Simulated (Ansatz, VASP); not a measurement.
## One calculation of SnSe, two programs

```
CELL_PARAMETERS angstrom
4.18990 0.00000 0.00000
0.00000 4.18990 0.00000
0.00000 0.00000 21.95925
ATOMIC_POSITIONS crystal
Sn 0.50000 0.00000 0.19591
Sn 0.50000 0.00000 0.68225
Sn 0.00000 0.50000 0.31775
Sn 0.00000 0.50000 0.80409
Se 0.50000 0.00000 0.31772
Se 0.50000 0.00000 0.80406
Se 0.00000 0.50000 0.19594
Se 0.00000 0.50000 0.68228
```

Change from the starting cell: mode 1 (-0.4 1/cm) frozen in, largest displacement +0.150 Å.

Alike in both runs: task single point; functional LDA; k mesh 6 × 6 × 2; occupations gaussian, width 0.05 eV; no spin polarisation.

```csv
,VASP,Ansatz
version,VASP 6.6.1,Ansatz 0.2.0
potentials or method,"VASP PAW LDA potentials, release 64 (Sn_d, Se), cutoff 520 eV","scalar-relativistic, plane waves, PAW"
valence electrons in the cell,80,120
```

|  | VASP | Ansatz | Ansatz less VASP |
| --- | --- | --- | --- |
| gap on the k mesh at the Fermi level (eV) | 1.45 | 1.46 | +0.017 |
| least direct gap on the mesh (eV) | 1.50 | 1.52 | +0.016 |
| rms of the force components (eV/Å) | 0.014 | 0.001 | -0.0135 |

LDA's correlation is that of Perdew and Zunger in VASP and of Perdew and Wang (1992) in Ansatz. Atom by atom the forces differ by 0.014 eV/Å (rms over components). VASP's potentials hold 80 valence electrons a cell and Ansatz's 120, so a difference there can come from the potentials and not from the codes.
